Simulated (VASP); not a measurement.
# Si2Bi2Se (Cmc2_1) in VASP: further runs

Si2Bi2Se is run at these levels: PBE; tasks: single point, relaxation of cell and atoms.

Program: VASP 6.6.1. These are calculated values, not measurements. Logs are shortened: lines on timing, memory, paths and dates and some standing lists are left out, and cuts for length are marked.

## Step 1: The cell of the first run

Symmetry: Cmc2_1, No. 36, orthorhombic system. Conventional cell: a = 12.121 Å, b = 7.511 Å, c = 6.960 Å, α = 90.00°, β = 90.00°, γ = 90.00°. Within 3.1 Å of Si (site symmetry 1) lie 1 Se at 2.36 Å and 3 Bi at 2.74 Å. Bi (site symmetry 1) has 3 Si at 2.74 Å and 1 Bi at 3.54 Å within 3.6 Å. Within 3.1 Å of Se (site symmetry m) lie 2 Si at 2.36 Å.

## Step 2: Single point, PBE

The input, INCAR:

```
PREC = Accurate ; ENCUT = 520
EDIFF = 1E-6 ; ISMEAR = 0
SIGMA = 0.15 ; LREAL = False
LASPH = True ; NELM = 60
ALGO = Normal ; ISIF = 2
LWAVE = False ; LCHARG = False
GGA = PE ; NBANDS = 55
```

The input, KPOINTS:

```
Automatic mesh
0
Gamma
  2 2 2
```

The input, POSCAR:

```
Si2Bi2Se
1.0
    6.0603155124     -3.7553158382      0.0000000000
    6.0603155124      3.7553158382      0.0000000000
    0.0000000000      0.0000000000      6.9598109036
Si Bi Se
4 4 2
Direct
    0.6943489037      0.9891186760      0.7173812544
    0.0108813240      0.3056510963      0.7173812544
    0.3056510963      0.0108813240      0.2173812544
    0.9891186760      0.6943489037      0.2173812544
    1.0557467822      0.6521724479      0.8285209215
    0.3478275521     -0.0557467822      0.8285209215
   -0.0557467822      0.3478275521      0.3285209215
    0.6521724479      1.0557467822      0.3285209215
    0.7141376569      0.2858623431      0.8457956483
    0.2858623431      0.7141376569      0.3457956483
```

Potentials or basis: VASP PAW PBE potentials, release 64 (Si, Bi_d, Se).

Run with:

```bash
> cat potpaw_PBE.64/Si/POTCAR potpaw_PBE.64/Bi_d/POTCAR potpaw_PBE.64/Se/POTCAR > POTCAR
> mpirun -np 1 vasp_std > vasp.out
```

OUTCAR:

```text
PREC = Accurate
   ENCUT = 520
   EDIFF = 1E-6
   ISMEAR = 0
   LREAL = False
   LASPH = True
   NELM = 60
   ISIF = 2
   GGA = PE

 ion  position               nearest neighbor table
   1  0.694  0.989  0.717-   9 2.36   5 2.74   6 2.74   8 2.74
   2  0.011  0.306  0.717-   9 2.36   6 2.74   5 2.74   7 2.74
   3  0.306  0.011  0.217-  10 2.36   7 2.74   8 2.74   6 2.74
   4  0.989  0.694  0.217-  10 2.36   8 2.74   7 2.74   5 2.74
   5  0.056  0.652  0.829-   1 2.74   2 2.74   4 2.74   6 3.54
   6  0.348  0.944  0.829-   2 2.74   1 2.74   3 2.74   5 3.54
   7  0.944  0.348  0.329-   3 2.74   4 2.74   2 2.74   8 3.54
   8  0.652  0.056  0.329-   4 2.74   3 2.74   1 2.74   7 3.54
   9  0.714  0.286  0.846-   1 2.36   2 2.36
  10  0.286  0.714  0.346-   3 2.36   4 2.36

  LATTYP: Found a base centered orthorhombic cell.
 ALAT       =     7.5106316764
 B/A-ratio  =     1.6137964884
 C/A-ratio  =     0.9266611922

  Lattice vectors:

 A1 = (  -6.0603155124,  -3.7553158382,   0.0000000000)
 A2 = (   6.0603155124,  -3.7553158382,   0.0000000000)
 A3 = (   0.0000000000,   0.0000000000,   6.9598109036)

Analysis of symmetry for initial positions (statically):
=====================================================================
 Subroutine PRICEL returns:
 Original cell was already a primitive cell.

 Routine SETGRP: Setting up the symmetry group for a
 base centered orthorhombic supercell.

 Subroutine GETGRP returns: Found  4 space group operations
 (whereof  2 operations were pure point group operations)
 out of a pool of  8 trial point group operations.

The static configuration has the point symmetry C_1h.
 The point group associated with its full space group is C_2v.

Analysis of symmetry for dynamics (positions and initial velocities):
=====================================================================
 Subroutine PRICEL returns:
 Original cell was already a primitive cell.

 Routine SETGRP: Setting up the symmetry group for a
 base centered orthorhombic supercell.

 Subroutine GETGRP returns: Found  4 space group operations
 (whereof  2 operations were pure point group operations)
 out of a pool of  8 trial point group operations.

The dynamic configuration has the point symmetry C_1h.
 The point group associated with its full space group is C_2v.

 Subroutine INISYM returns: Found  4 space group operations
 (whereof  2 operations are pure point group operations),
 and found     1 'primitive' translations

----------------------------------------------------------------------------------------

                                     Primitive cell

  volume of cell :     316.7883

  direct lattice vectors                    reciprocal lattice vectors
     6.060315512 -3.755315838  0.000000000     0.082503955 -0.133144593  0.000000000
     6.060315512  3.755315838  0.000000000     0.082503955  0.133144593  0.000000000
     0.000000000  0.000000000  6.959810904     0.000000000  0.000000000  0.143682065

  length of vectors
     7.129503570  7.129503570  6.959810904     0.156634560  0.156634560  0.143682065

  position of ions in fractional coordinates (direct lattice)
     0.694348904  0.989118676  0.717381254
     0.010881324  0.305651096  0.717381254
     0.305651096  0.010881324  0.217381254
     0.989118676  0.694348904  0.217381254
     0.055746782  0.652172448  0.828520922
     0.347827552  0.944253218  0.828520922
     0.944253218  0.347827552  0.328520922
     0.652172448  0.055746782  0.328520922
     0.714137657  0.285862343  0.845795648
     0.285862343  0.714137657  0.345795648

  ion indices of the primitive-cell ions
   primitive index   ion index
                 1           1
                 2           2
                 3           3
                 4           4
                 5           5
                 6           6
                 7           7
                 8           8
                 9           9
                10          10

----------------------------------------------------------------------------------------

 KPOINTS: Automatic mesh

Automatic generation of k-mesh.
 Grid dimensions read from file:
 generate k-points for:    2    2    2

 Generating k-lattice:

  Cartesian coordinates                     Fractional coordinates (reciprocal lattice)
     0.041251978 -0.066572297  0.000000000     0.500000000  0.000000000  0.000000000
     0.041251978  0.066572297  0.000000000     0.000000000  0.500000000  0.000000000
     0.000000000  0.000000000  0.071841032     0.000000000  0.000000000  0.500000000

  Length of vectors
     0.078317280  0.078317280  0.071841032

  Shift w.r.t. Gamma in fractional coordinates (k-lattice)
     0.000000000  0.000000000  0.000000000

 Subroutine IBZKPT returns following result:
 ===========================================

 Found      6 irreducible k-points:

 Following reciprocal coordinates:
            Coordinates               Weight
  0.000000  0.000000  0.000000      1.000000
  0.500000 -0.000000  0.000000      2.000000
  0.500000  0.500000  0.000000      1.000000
  0.000000  0.000000  0.500000      1.000000
  0.500000 -0.000000  0.500000      2.000000
  0.500000  0.500000  0.500000      1.000000
   k-points           NKPTS =      6   k-points in BZ     NKDIM =      6   number of bands    NBANDS=     55
   number of dos      NEDOS =    301   number of ions     NIONS =     10
   total plane-waves  NPLWV = 157464
   dimension x,y,z NGX =    54 NGY =   54 NGZ =   54
   dimension x,y,z NGXF=   108 NGYF=  108 NGZF=  108
   ions per type =               4   4   2
   NGX,Y,Z   is equivalent  to a cutoff of  12.59, 12.59, 12.90 a.u.
   NGXF,Y,Z  is equivalent  to a cutoff of  25.18, 25.18, 25.80 a.u.
 SYSTEM =  unknown system
   PREC   = accura    normal or accurate (medium, high low for compatibility)
   ISTART =      0    job   : 0-new  1-cont  2-samecut
   ICHARG =      2    charge: 1-file 2-atom 10-const
   ISPIN  =      1    spin polarized calculation?
   LNONCOLLINEAR =      F non collinear calculations
   LSORBIT =      F    spin-orbit coupling
   LASPH  =      T    aspherical Exc in radial PAW
   ENCUT  =  520.0 eV  38.22 Ry    6.18 a.u.  13.26 13.26 12.94*2*pi/ulx,y,z
   NELM   =     60;   NELMIN=  2; NELMDL= -5     # of ELM steps
   EDIFF  = 0.1E-05   stopping-criterion for ELM
   LREAL  =      F    real-space projection
   EDIFFG = 0.1E-04   stopping-criterion for IOM
   NSW    =      0    number of steps for IOM
   IBRION =     -1    ionic relax: 0-MD 1-quasi-New 2-CG
   NFREE  =      0    steps in history (QN), initial steepest desc. (CG)
   ISIF   =      2    stress and relaxation
   ISYM   =      2    0-nonsym 1-usesym 2-fastsym
   POTIM  = 0.5000    time-step for ionic-motion
   TEBEG  =    0.0;   TEEND  =   0.0 temperature during run
   PSTRESS=    0.0 pullay stress
   NELECT =      88.0000    total number of electrons
   NUPDOWN=      -1.0000    fix difference up-down
   EMIN   =  10.00;   EMAX   =-10.00  energy-range for DOS
   EFERMI =   0.00;   METHOD = LEGACY
   ISMEAR =     0;   SIGMA  =   0.15  broadening in eV -4-tet -1-fermi 0-gaus
   EFERMI_NEDOS =   21; number of points for ismear=-14 and -15
   IALGO  =     38    algorithm
   IMIX   =      4    mixing-type and parameters
     AMIX     =   0.40;   BMIX     =  1.00
     AMIX_MAG =   1.60;   BMIX_MAG =  1.00
  volume/ion in A,a.u.               =      31.68       213.78
  Fermi-wavevector in a.u.,A,eV,Ry     =   1.068184  2.018575 15.524475  1.141017
  Thomas-Fermi vector in A             =   2.203824
   LORBIT       =      0    0 simple, 1 ext, 2 COOP (PROOUT), +10 PAW based schemes
   GGA     = PE    functional components
   LHFCALC =     F    Hartree Fock is set to
   AEXX    =    0.0000 exact exchange contribution
   IVDW    =     0    specifies the selected vdW correction
   LEPSILON=     F    determine dielectric tensor
   LRPA    =     F    only Hartree local field effects (RPA)
 non-spin polarized calculation
 Gauss-broadening in eV      SIGMA  =   0.15
  energy-cutoff  :      520.00
  volume of cell :      316.79
 maximum number of plane-waves:      8548
 NGX is ok and might be reduce to    54
   NGX = 27   NGY = 27   NGZ = 25

 number of electron      88.0000002 magnetization

 Free energy of the ion-electron system (eV)
  ---------------------------------------------------
  ext. energy  EPLUGINS =         0.00000000
  ---------------------------------------------------
  free energy    TOTEN  =       -43.06234633 eV

  energy without entropy =      -43.05232669  energy(sigma->0) =      -43.05733651

 E-fermi :   4.7270     XC(G=0):  -8.6210

 val. band max:        4.5949274943   @ k =   0.0000   0.0000   0.0000
 cond. band min:       4.8617259516   @ k =   0.5000   0.5000   0.0000
 fundamental gap:      0.2667984574
 Fermi energy:         4.7269985460

 k-point     1 :       0.0000    0.0000    0.0000
  band No.  band energies     occupation
      1     -18.3094      2.00000
      2     -18.3036      2.00000
      3     -18.2862      2.00000
      4     -18.2805      2.00000
      5     -18.2800      2.00000
      6     -18.2795      2.00000
[... 47 lines left out ...]
     54       8.0766      0.00000
     55       8.1408      0.00000

 k-point     2 :       0.5000   -0.0000    0.0000
  band No.  band energies     occupation
      1     -18.3104      2.00000
      2     -18.3077      2.00000
      3     -18.2854      2.00000
      4     -18.2806      2.00000
      5     -18.2789      2.00000
      6     -18.2753      2.00000
[... 47 lines left out ...]
     54       7.6311      0.00000
     55       8.2380      0.00000

 k-point     3 :       0.5000    0.5000    0.0000
  band No.  band energies     occupation
      1     -18.3156      2.00000
      2     -18.3059      2.00000
      3     -18.2835      2.00000
      4     -18.2800      2.00000
      5     -18.2796      2.00000
      6     -18.2770      2.00000
[... 47 lines left out ...]
     54       8.0113      0.00000
     55       8.0240      0.00000

 k-point     4 :       0.0000    0.0000    0.5000
  band No.  band energies     occupation
      1     -18.3064      2.00000
      2     -18.3064      2.00000
      3     -18.2833      2.00000
      4     -18.2833      2.00000
      5     -18.2805      2.00000
      6     -18.2805      2.00000
[... 47 lines left out ...]
     54       7.5230      0.00000
     55       8.4439      0.00000

 k-point     5 :       0.5000   -0.0000    0.5000
  band No.  band energies     occupation
      1     -18.3088      2.00000
      2     -18.3088      2.00000
      3     -18.2836      2.00000
      4     -18.2836      2.00000
      5     -18.2767      2.00000
      6     -18.2767      2.00000
[... 47 lines left out ...]
     54       7.7769      0.00000
     55       8.0971      0.00000

 k-point     6 :       0.5000    0.5000    0.5000
  band No.  band energies     occupation
      1     -18.3112      2.00000
      2     -18.3112      2.00000
      3     -18.2809      2.00000
      4     -18.2809      2.00000
      5     -18.2784      2.00000
      6     -18.2784      2.00000
[... 47 lines left out ...]
     54       7.2888      0.00000
     55       8.4059      0.00000

------------------------ aborting loop because EDIFF is reached ----------------------------------------

  FORCE on cell =-STRESS in cart. coord.  units (eV):
  Direction    XX          YY          ZZ          XY          YZ          ZX
  --------------------------------------------------------------------------------------
  -------------------------------------------------------------------------------------
  Total        0.4409922     -0.5873724      0.4759837      0.0000000      0.0000000      0.0000000
  in kB        2.2303467     -2.9706740      2.4073182      0.0000000      0.0000000      0.0000000
  external PRESSURE =       0.5556636 kB  Pullay stress =       0.0000000 kB

 VOLUME and BASIS-vectors are now :
 -----------------------------------------------------------------------------
  energy-cutoff  :      520.00
  volume of cell :      316.79
      direct lattice vectors                 reciprocal lattice vectors
     6.060315512 -3.755315838  0.000000000     0.082503955 -0.133144593  0.000000000
     6.060315512  3.755315838  0.000000000     0.082503955  0.133144593  0.000000000
     0.000000000  0.000000000  6.959810904     0.000000000  0.000000000  0.143682065

 POSITION                                       TOTAL-FORCE (eV/Angst)
 -----------------------------------------------------------------------------------
     10.20234      1.10695      4.99284         0.017356     -0.011408      0.045496
      1.91829      1.10695      4.99284        -0.017356     -0.011408      0.045496
      1.91829     -1.10695      1.51293        -0.017356      0.011408      0.045496
     10.20234     -1.10695      1.51293         0.017356      0.011408      0.045496
      4.29021      2.23977      5.76635         0.023853     -0.009576     -0.011611
      7.83042      2.23977      5.76635        -0.023853     -0.009576     -0.011611
      7.83042     -2.23977      2.28644        -0.023853      0.009576     -0.011611
      4.29021     -2.23977      2.28644         0.023853      0.009576     -0.011611
      6.06032     -1.60831      5.88658         0.000000      0.005956     -0.067770
      6.06032      1.60831      2.40667         0.000000     -0.005956     -0.067770
 -----------------------------------------------------------------------------------
    total drift:                                0.000000     -0.000000     -0.000199

  FREE ENERGIE OF THE ION-ELECTRON SYSTEM (eV)
  ---------------------------------------------------
  free  energy   TOTEN  =       -43.0623463263 eV

  energy  without entropy=      -43.0523266854  energy(sigma->0) =      -43.05733651
```

Run time: 73 s. Hardware: 1 thread of Intel Xeon 6975P-C (Granite Rapids), shared host; peak memory 0.44 GiB.

Results:

```
Free energy            : -43.0623 eV
Pressure               : 0.1 GPa
Largest force          : 0.068 eV/Å
Band gap on the k mesh : 0.27 eV (least direct gap 0.46 eV)
```

Forces in eV/Å, atoms in the order of the input:
```
Si   0.017 -0.011  0.045
Si  -0.017 -0.011  0.045
Si  -0.017  0.011  0.045
Si   0.017  0.011  0.045
Bi   0.024 -0.010 -0.012
Bi  -0.024 -0.010 -0.012
Bi  -0.024  0.010 -0.012
Bi   0.024  0.010 -0.012
Se   0.000  0.006 -0.068
Se   0.000 -0.006 -0.068
```

Stress tensor (GPa, compression positive):
```
 0.22  0.00  0.00
 0.00 -0.30  0.00
 0.00  0.00  0.24
```

Levels at points of the mesh, in eV from the valence-band top:
| k point | band 42 | band 43 | band 44 | band 45 | band 46 | band 47 |
| --- | --- | --- | --- | --- | --- | --- |
| (0.00, 0.00, 0.00) | -0.80 | -0.52 | 0.00 | 0.46 | 0.56 | 1.08 |
| (0.50, 0.00, 0.00) | -1.28 | -1.18 | -0.81 | 0.67 | 1.12 | 1.53 |
| (0.50, 0.50, 0.00) | -1.30 | -1.24 | -1.18 | 0.27 | 1.01 | 1.46 |
| (0.00, 0.00, 0.50) | -1.02 | -0.66 | -0.66 | 0.49 | 0.49 | 0.95 |
| (0.50, 0.00, 0.50) | -1.85 | -1.37 | -1.37 | 0.48 | 0.48 | 1.41 |
| (0.50, 0.50, 0.50) | -1.98 | -1.25 | -1.25 | 0.48 | 0.48 | 1.50 |

Caveat: the k points lie up to 0.49 Å⁻¹ apart; spin-orbit coupling is left out, which moves the levels of the heavy elements. A k mesh can miss the band edges.

(Part 1 of 2 ends here.)
